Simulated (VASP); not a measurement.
Wanted: the native input for a VASP 6.6.1 run.

| Item | Value |
| --- | --- |
| Task | single point |
| Functional | PBE |
| Potentials or basis | VASP PAW PBE potentials, release 64 (Mo_sv, S) |
| Cutoff | 520 eV |
| k mesh | 2 × 2 × 1 |
| Occupations | fermi-dirac, width 0.36 eV |
| Spin | no spin polarisation |
| Dipole correction | no |
| Further INCAR settings | LREAL = Auto; ALGO = Normal; EDIFF = 1e-07; NBANDS = 122 |

The structure of MoS2 lies in POSCAR:

```
MoS2
1.0
   -3.3002220000     -5.7161520000      0.0000000000
    4.9503330000     -2.8580760000      0.0000000000
    0.0000000000      0.0000000000     12.8865820000
Mo S
8 16
Direct
    0.5988154500      0.2585934971      0.2960210861
    0.4620720110      0.7052738101      0.8139629267
    0.2666635984      0.7372128449      0.1475333025
    0.0983276866      0.3727836480      0.7121205608
    0.0030178048      0.3056076078      0.1992615264
   -0.1309339644      0.6759926757      0.7647179058
    0.9049594136      0.8252105395      0.2512380707
    0.7580245600      0.1852702292      0.7903104175
    0.2633602534      0.5602344937      0.6005937028
    0.5773090779      0.6262302192      0.1653735645
    0.3455493904      0.3077549935      0.8420929615
    0.6381024988      0.5372527272      0.4102872274
    0.1201118751      0.9774485580      0.7168076065
    0.6294914960      0.1796771417      0.1165941442
    0.2386088589      0.8244621535      0.9448820486
    0.2790911009      0.0992180912      0.2810442676
   -0.2317892151      0.3626713865      0.6250299730
   -0.0379381876      0.5645267820      0.0542114270
    0.0013425408      0.3930706647      0.9010767945
    0.1340769405      0.5372130862      0.3327569716
    0.5847431036      0.8489695652      0.6756407556
    1.0610179458      0.0426021375      0.0966043595
    0.6750249695      0.8555247203      0.9272513068
    0.8388341724      0.0858606866      0.3840816750
```

These files were run (other wordings do the same):

INCAR

```
PREC = Accurate
ENCUT = 520
EDIFF = 1E-7
ISMEAR = -1
SIGMA = 0.36
LREAL = Auto
LASPH = True
NELM = 80
ALGO = Normal
ISIF = 2
LWAVE = False
LCHARG = False
GGA = PE
NBANDS = 122
```

KPOINTS

```
regular mesh
0
Gamma
  2 2 1
```

Potentials or basis: VASP PAW PBE potentials, release 64 (Mo_sv, S).

The run is started by

```console
$ cat potpaw_PBE.64/Mo_sv/POTCAR potpaw_PBE.64/S/POTCAR > POTCAR
$ mpirun -np 1 vasp_std > vasp.out
```

It gave:

```
Pressure               : 6.8 GPa
Largest force          : 6.341 eV/Å
Band gap on the k mesh : zero (bands 104 and 105 overlap by 0.10 eV)
```

Caveat: the k points lie up to 0.55 Å⁻¹ apart; so wide a smearing shifts energies and pressures; forces of over 1 eV/Å act on the atoms, so gaps and moduli don't describe the material at rest.

Run time: 19 min on 1 thread of Oxide Virtual Turin-like Processor (shared host), peak memory 0.54 GiB.
